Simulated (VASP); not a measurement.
# Si16N (a cell with a defect) in VASP: single point with PBEsol

Aim: the single point of Si16N (a cell with a defect) with PBEsol.

All numbers are computed with VASP 6.6.1; they aren't measurements. Logs are shortened: lines on timing, memory, paths and dates and some standing lists are left out, and cuts for length are marked.

## (1) The cell of the first run

The cell holds a defect, 17 atoms: a = 7.679 Å, b = 7.679 Å, c = 7.679 Å, α = 60.00°, β = 60.00°, γ = 60.00°.

## (2) Single point, PBEsol, collinear spin, zero start

Contents of INCAR:

```
PREC = Accurate
ENCUT = 520
EDIFF = 1E-6
ISMEAR = 0
SIGMA = 0.02
LREAL = Auto
LASPH = T
NELM = 150
ALGO = Normal
ISIF = 2
LWAVE = F
LCHARG = T
ISPIN = 2
MAGMOM = 0 0 0 0 0 0 0 0 0 0 0 0 0 0 0 0 0
LORBIT = 11
GGA = PS
LELF = T
LVHAR = T
NBANDS = 52
```

Contents of KPOINTS:

```
Automatic mesh
0
Gamma
  2 2 2
```

Contents of POSCAR:

```
Si16N
1.0
    0.0000000000      5.4300000000      5.4300000000
    5.4300000000      0.0000000000      5.4300000000
    5.4300000000      5.4300000000      0.0000000000
Si N
16 1
Direct
    0.0000000000      0.0000000000      0.0000000000
    0.1250000000      0.1250000000      0.1250000000
    0.0000000000      0.0000000000      0.5000000000
    0.1250000000      0.1250000000      0.6250000000
    0.0000000000      0.5000000000      0.0000000000
    0.1250000000      0.6250000000      0.1250000000
    0.0000000000      0.5000000000      0.5000000000
    0.1250000000      0.6250000000      0.6250000000
    0.5000000000      0.0000000000      0.0000000000
    0.6250000000      0.1250000000      0.1250000000
    0.5000000000      0.0000000000      0.5000000000
    0.6250000000      0.1250000000      0.6250000000
    0.5000000000      0.5000000000      0.0000000000
    0.6250000000      0.6250000000      0.1250000000
    0.5000000000      0.5000000000      0.5000000000
    0.6250000000      0.6250000000      0.6250000000
    0.2407879374      0.2602599448      1.2513048803
```

Potentials or basis: VASP PAW PBE potentials, release 64 (Si, N).

Started as:

```sh
$ cat potpaw_PBE.64/Si/POTCAR potpaw_PBE.64/N/POTCAR > POTCAR
$ mpirun -np 1 vasp_std > vasp.out
```

OUTCAR:

```text
PREC = Accurate
   ENCUT = 520
   EDIFF = 1E-6
   ISMEAR = 0
   LREAL = Auto
   LASPH = T
   NELM = 150
   ISIF = 2
   ISPIN = 2
   LORBIT = 11
   GGA = PS

 ion  position               nearest neighbor table
   1  0.000  0.000  0.000-   2 2.35   4 2.35   6 2.35  10 2.35
   2  0.125  0.125  0.125-   1 2.35   3 2.35   5 2.35   9 2.35  17 2.37
   3  0.000  0.000  0.500-   2 2.35   4 2.35   8 2.35  12 2.35
   4  0.125  0.125  0.625-  17 2.34   3 2.35   7 2.35  11 2.35   1 2.35
   5  0.000  0.500  0.000-   2 2.35   6 2.35   8 2.35  14 2.35
   6  0.125  0.625  0.125-  17 2.29   5 2.35   7 2.35  13 2.35   1 2.35
   7  0.000  0.500  0.500-   4 2.35   6 2.35   8 2.35  16 2.35
   8  0.125  0.625  0.625-   3 2.35   5 2.35   7 2.35  15 2.35
   9  0.500  0.000  0.000-   2 2.35  10 2.35  12 2.35  14 2.35
  10  0.625  0.125  0.125-   1 2.35   9 2.35  11 2.35  13 2.35  17 2.41
  11  0.500  0.000  0.500-   4 2.35  10 2.35  12 2.35  16 2.35
  12  0.625  0.125  0.625-   3 2.35   9 2.35  11 2.35  15 2.35
  13  0.500  0.500  0.000-   6 2.35  10 2.35  14 2.35  16 2.35
  14  0.625  0.625  0.125-   5 2.35   9 2.35  13 2.35  15 2.35
  15  0.500  0.500  0.500-   8 2.35  12 2.35  14 2.35  16 2.35
  16  0.625  0.625  0.625-   7 2.35  11 2.35  13 2.35  15 2.35
  17  0.241  0.260  0.251-   6 2.29   4 2.34   2 2.37  10 2.41

  LATTYP: Found a face centered cubic cell.
 ALAT       =    10.8600000000

  Lattice vectors:

 A1 = (   0.0000000000,   5.4300000000,   5.4300000000)
 A2 = (   5.4300000000,   0.0000000000,   5.4300000000)
 A3 = (   5.4300000000,   5.4300000000,   0.0000000000)

Analysis of symmetry for initial positions (statically):
=====================================================================
 Subroutine PRICEL returns:
 Original cell was already a primitive cell.

 Routine SETGRP: Setting up the symmetry group for a
 face centered cubic supercell.

 Subroutine GETGRP returns: Found  1 space group operations
 (whereof  1 operations were pure point group operations)
 out of a pool of 48 trial point group operations.

The static configuration has the point symmetry C_1 .

Analysis of symmetry for dynamics (positions and initial velocities):
=====================================================================
 Subroutine PRICEL returns:
 Original cell was already a primitive cell.

 Routine SETGRP: Setting up the symmetry group for a
 face centered cubic supercell.

 Subroutine GETGRP returns: Found  1 space group operations
 (whereof  1 operations were pure point group operations)
 out of a pool of 48 trial point group operations.

The dynamic configuration has the point symmetry C_1 .

Analysis of structural, dynamic, and magnetic symmetry:
=====================================================================
 Subroutine PRICEL returns:
 Original cell was already a primitive cell.

 Routine SETGRP: Setting up the symmetry group for a
 face centered cubic supercell.

 Subroutine GETGRP returns: Found  1 space group operations
 (whereof  1 operations were pure point group operations)
 out of a pool of 48 trial point group operations.

The overall configuration has the point symmetry C_1 .

 Subroutine INISYM returns: Found  1 space group operations
 (whereof  1 operations are pure point group operations),
 and found     1 'primitive' translations

----------------------------------------------------------------------------------------

                                     Primitive cell

  volume of cell :     320.2060

  direct lattice vectors                    reciprocal lattice vectors
     0.000000000  5.430000000  5.430000000    -0.092081031  0.092081031  0.092081031
     5.430000000  0.000000000  5.430000000     0.092081031 -0.092081031  0.092081031
     5.430000000  5.430000000  0.000000000     0.092081031  0.092081031 -0.092081031

  length of vectors
     7.679179644  7.679179644  7.679179644     0.159489025  0.159489025  0.159489025

  position of ions in fractional coordinates (direct lattice)
     0.000000000  0.000000000  0.000000000
     0.125000000  0.125000000  0.125000000
     0.000000000  0.000000000  0.500000000
     0.125000000  0.125000000  0.625000000
     0.000000000  0.500000000  0.000000000
     0.125000000  0.625000000  0.125000000
[... 9 lines left out ...]
     0.625000000  0.625000000  0.625000000
     0.240787937  0.260259945  0.251304880

  ion indices of the primitive-cell ions
   primitive index   ion index
                 1           1
[... 62 lines left out ...]
   PREC   = accura    normal or accurate (medium, high low for compatibility)
   ISTART =      0    job   : 0-new  1-cont  2-samecut
   ICHARG =      2    charge: 1-file 2-atom 10-const
   ISPIN  =      2    spin polarized calculation?
   LNONCOLLINEAR =      F non collinear calculations
   LSORBIT =      F    spin-orbit coupling
   LASPH  =      T    aspherical Exc in radial PAW
   ENCUT  =  520.0 eV  38.22 Ry    6.18 a.u.  14.28 14.28 14.28*2*pi/ulx,y,z
   NELM   =    150;   NELMIN=  2; NELMDL= -5     # of ELM steps
   EDIFF  = 0.1E-05   stopping-criterion for ELM
   LREAL  =      T    real-space projection
   EDIFFG = 0.1E-04   stopping-criterion for IOM
   NSW    =      0    number of steps for IOM
   IBRION =     -1    ionic relax: 0-MD 1-quasi-New 2-CG
   NFREE  =      0    steps in history (QN), initial steepest desc. (CG)
   ISIF   =      2    stress and relaxation
   ISYM   =      2    0-nonsym 1-usesym 2-fastsym
   POTIM  = 0.5000    time-step for ionic-motion
   TEBEG  =    0.0;   TEEND  =   0.0 temperature during run
   PSTRESS=    0.0 pullay stress
   NELECT =      69.0000    total number of electrons
   NUPDOWN=      -1.0000    fix difference up-down
   EMIN   =  10.00;   EMAX   =-10.00  energy-range for DOS
   EFERMI =   0.00;   METHOD = LEGACY
   ISMEAR =     0;   SIGMA  =   0.02  broadening in eV -4-tet -1-fermi 0-gaus
   EFERMI_NEDOS =   21; number of points for ismear=-14 and -15
   IALGO  =     38    algorithm
   IMIX   =      4    mixing-type and parameters
     AMIX     =   0.40;   BMIX     =  1.00
     AMIX_MAG =   1.60;   BMIX_MAG =  1.00
  volume/ion in A,a.u.               =      18.84       127.11
  Fermi-wavevector in a.u.,A,eV,Ry     =   0.981480  1.854728 13.106528  0.963303
  Thomas-Fermi vector in A             =   2.112490
   LORBIT       =     11    0 simple, 1 ext, 2 COOP (PROOUT), +10 PAW based schemes
   GGA     = PS    functional components
   LHFCALC =     F    Hartree Fock is set to
   AEXX    =    0.0000 exact exchange contribution
   IVDW    =     0    specifies the selected vdW correction
   LEPSILON=     F    determine dielectric tensor
   LRPA    =     F    only Hartree local field effects (RPA)
 spin polarized calculation
 Gauss-broadening in eV      SIGMA  =   0.02
  energy-cutoff  :      520.00
  volume of cell :      320.21
 maximum number of plane-waves:      8646
 NGX is ok and might be reduce to    60
   NGX = 29   NGY = 29   NGZ = 29

 number of electron      69.0000003 magnetization       0.0177091

 number of electron      69.0000003 magnetization      -0.0148579

 Free energy of the ion-electron system (eV)
  ---------------------------------------------------
  ext. energy  EPLUGINS =         0.00000000
  ---------------------------------------------------
  free energy    TOTEN  =       -95.31601691 eV

  energy without entropy =      -95.31405647  energy(sigma->0) =      -95.31503669

 E-fermi :   6.2574     XC(G=0):  -9.7134

 val. band max:        6.2478018510   @ k =   0.0000   0.5000   0.5000
 cond. band min:       6.2674647541   @ k =   0.5000   0.0000   0.5000
 fundamental gap:      0.0196629031
 Fermi energy:         6.2574037845

 spin component 1

 k-point     1 :       0.0000    0.0000    0.0000
  band No.  band energies     occupation
      1      -8.4383      1.00000
      2      -5.4606      1.00000
      3      -3.8657      1.00000
      4      -3.8480      1.00000
      5      -3.8174      1.00000
      6      -3.4831      1.00000
[... 381 lines left out ...]
     45      10.1095      0.00000
     46      10.1150      0.00000
 Fermi energy:         6.2574037845

 spin component 2

 k-point     1 :       0.0000    0.0000    0.0000
  band No.  band energies     occupation
      1      -8.4466      1.00000
      2      -5.4624      1.00000
      3      -3.8654      1.00000
      4      -3.8535      1.00000
      5      -3.8145      1.00000
      6      -3.4844      1.00000
[... 381 lines left out ...]
     45      10.1081      0.00000
     46      10.1133      0.00000
 [bands above 46 left out]

------------------------ aborting loop because EDIFF is reached ----------------------------------------

  FORCE on cell =-STRESS in cart. coord.  units (eV):
  Direction    XX          YY          ZZ          XY          YZ          ZX
  --------------------------------------------------------------------------------------
  -------------------------------------------------------------------------------------
  Total        0.8154354      1.3842907      1.5678518      0.0433386      0.1010817     -0.0623185
  in kB        4.0800984      6.9264130      7.8448767      0.2168483      0.5057707     -0.3118157
  external PRESSURE =       6.2837960 kB  Pullay stress =       0.0000000 kB

 VOLUME and BASIS-vectors are now :
 -----------------------------------------------------------------------------
  energy-cutoff  :      520.00
  volume of cell :      320.21
      direct lattice vectors                 reciprocal lattice vectors
     0.000000000  5.430000000  5.430000000    -0.092081031  0.092081031  0.092081031
     5.430000000  0.000000000  5.430000000     0.092081031 -0.092081031  0.092081031
     5.430000000  5.430000000  0.000000000     0.092081031  0.092081031 -0.092081031

 POSITION                                       TOTAL-FORCE (eV/Angst)
 -----------------------------------------------------------------------------------
      0.00000      0.00000      0.00000         0.103797     -0.069582     -0.030944
      1.35750      1.35750      1.35750         0.543772      0.530624      0.514690
      2.71500      2.71500      0.00000        -0.020244      0.010603     -0.127357
      4.07250      4.07250      1.35750        -0.618583     -0.520522      0.539843
      2.71500      0.00000      2.71500        -0.035579     -0.108413     -0.001437
      4.07250      1.35750      4.07250        -0.686513      0.618039     -0.556199
[... 9 lines left out ...]
      6.78750      6.78750      6.78750        -0.002168     -0.018124     -0.008459
      2.77780      2.67206      2.72069         0.246151     -0.146167     -0.030323
 -----------------------------------------------------------------------------------
    total drift:                                0.000074      0.000275     -0.000047

  FREE ENERGIE OF THE ION-ELECTRON SYSTEM (eV)
  ---------------------------------------------------
  free  energy   TOTEN  =       -95.3160169070 eV

  energy  without entropy=      -95.3140564697  energy(sigma->0) =      -95.31503669

 total charge

# of ion       s       p       d       tot
------------------------------------------
    1        0.788   0.928   0.000   1.716
    2        0.744   0.917   0.000   1.662
    3        0.759   0.922   0.000   1.681
    4        0.744   0.916   0.000   1.660
    5        0.759   0.919   0.000   1.678
    6        0.743   0.914   0.000   1.657
[... 9 lines left out ...]
   16        0.751   0.945   0.000   1.695
   17        1.340   2.094   0.000   3.434
--------------------------------------------------
tot         13.393  16.952   0.000  30.345

 magnetization (x)

# of ion       s       p       d       tot
------------------------------------------
    1       -0.000  -0.001   0.000  -0.001
    2       -0.000  -0.000   0.000  -0.000
    3        0.005   0.004   0.000   0.009
    4        0.000   0.000   0.000   0.000
    5       -0.004  -0.004   0.000  -0.008
    6        0.000  -0.000   0.000  -0.000
[... 9 lines left out ...]
   16        0.000   0.000   0.000   0.000
   17       -0.000  -0.006   0.000  -0.006
--------------------------------------------------
tot         -0.001  -0.009   0.000  -0.010
```

Wall time 33 min (1 thread of Intel Xeon 8259CL, shared host); peak memory 0.72 GiB.

Results:

```
Free energy                                           : -95.3160 eV
Pressure                                              : 0.6 GPa
Largest force                                         : 1.078 eV/Å
Net moment                                            : -0.01 μB per cell
Valence electrons inside the program's atomic spheres : Si 1.72, 1.66, 1.68, 1.70, 1.69 (each value once); N 3.43
```

Forces on the atoms (eV/Å):
```
Si   0.104 -0.070 -0.031
Si   0.544  0.531  0.515
Si  -0.020  0.011 -0.127
Si  -0.619 -0.521  0.540
Si  -0.036 -0.108 -0.001
Si  -0.687  0.618 -0.556
Si   0.069  0.029  0.000
Si   0.002  0.005  0.017
Si  -0.074 -0.001  0.004
Si   0.499 -0.453 -0.425
Si  -0.007  0.101  0.005
Si   0.003 -0.006  0.005
Si  -0.021  0.017  0.104
Si   0.010  0.005 -0.006
Si  -0.011  0.007 -0.002
Si  -0.002 -0.018 -0.008
N    0.246 -0.146 -0.030
```

Caveat: the k points lie up to 0.50 Å⁻¹ apart; no moment was typed at the start, so none could form; the PAW data sets were made with another functional, which shifts forces and pressure a little.
